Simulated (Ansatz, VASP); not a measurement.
BN in VASP and in Ansatz

```
B N
1.0
     0.00000    1.72970    1.72970
     1.72970    0.00000    1.72970
     1.72970    1.72970    0.00000
B N
1 1
Direct
  0.00000 0.00000 0.00000
  0.50000 0.50000 0.50000
```

Alike in both runs: functional LDA; k mesh 15 × 15 × 15; occupations fermi-dirac, width 0.05 eV; no spin polarisation.

Ansatz relaxed the structure, and its values are those at the end. VASP's run is a single point on that final structure, the one shown.

```csv
,VASP,Ansatz
version,VASP 6.6.1,Ansatz 0.2.0
potentials or method,"VASP PAW LDA potentials, release 64 (B, N)","PAW with Ansatz's default frozen-core files, scalar-relativistic"
plane-wave cutoff (eV),520,420
valence electrons in the cell,8,8
```

|  | VASP | Ansatz | Ansatz less VASP |
| --- | --- | --- | --- |
| pressure (GPa) | 0.8 | 0.0 | -0.83 |

LDA's correlation is that of Perdew and Zunger in VASP and of Perdew and Wang (1992) in Ansatz.
